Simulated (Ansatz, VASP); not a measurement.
# Cs: VASP beside Ansatz

File INCAR:

```
PREC = Accurate
ENCUT = 500
EDIFF = 1E-6
ISMEAR = 0
SIGMA = 0.05
LREAL = False
LASPH = True
NELM = 120
ALGO = Normal
ISIF = 2
LWAVE = False
LCHARG = False
NBANDS = 10
GGA_COMPAT = False
```

Contents of KPOINTS:

```
regular mesh
0
Gamma
  4 4 4
```

File POSCAR:

```
Cs
1.0
   -2.9440120548      2.9440120548      2.9440120548
    2.9440120548     -2.9440120548      2.9440120548
    2.9440120548      2.9440120548     -2.9440120548
Cs
1
Direct
    0.0013351904      0.0035032132     -0.0039034730
```

Input for Ansatz:

```yaml
crystal:
  lattice:
    - [-2.9440120548477995, 2.9440120548478, 2.9440120548477995]
    - [2.9440120548477995, -2.9440120548478, 2.9440120548477995]
    - [2.9440120548477995, 2.944012054847797, -2.9440120548477995]
  atoms:
    - { symbol: Cs, position: [0.0013351903821561726, 0.0035032132002621006, -0.0039034729842584203] }
kpoints:
  mp_grid:
    grid: [4, 4, 4]
hamiltonian:
  xc: lda
scf:
  occupations:
    method: gaussian
    width: 0.05
output:
  forces: true
  stress: true
```

Alike in both runs: task single point; functional LDA; k mesh 4 × 4 × 4; occupations gaussian, width 0.05 eV; no spin polarisation.

|  | VASP | Ansatz |
| --- | --- | --- |
| version | VASP 6.6.1 | Ansatz 0.2.0 |
| potentials or method | VASP PAW LDA potentials, release 64 (Cs_sv) | plane waves, PAW |
| plane-wave cutoff (eV) | 500 | 420 |
| valence electrons in the cell | 9 | 9 |

|  | VASP | Ansatz | Ansatz less VASP |
| --- | --- | --- | --- |
| pressure (GPa) | -0.2 | -0.2 | +0.01 |

LDA's correlation is that of Perdew and Zunger in VASP and of Perdew and Wang (1992) in Ansatz.

The k mesh is coarse, so the values compare programs but aren't converged. Spin-orbit coupling is off throughout.
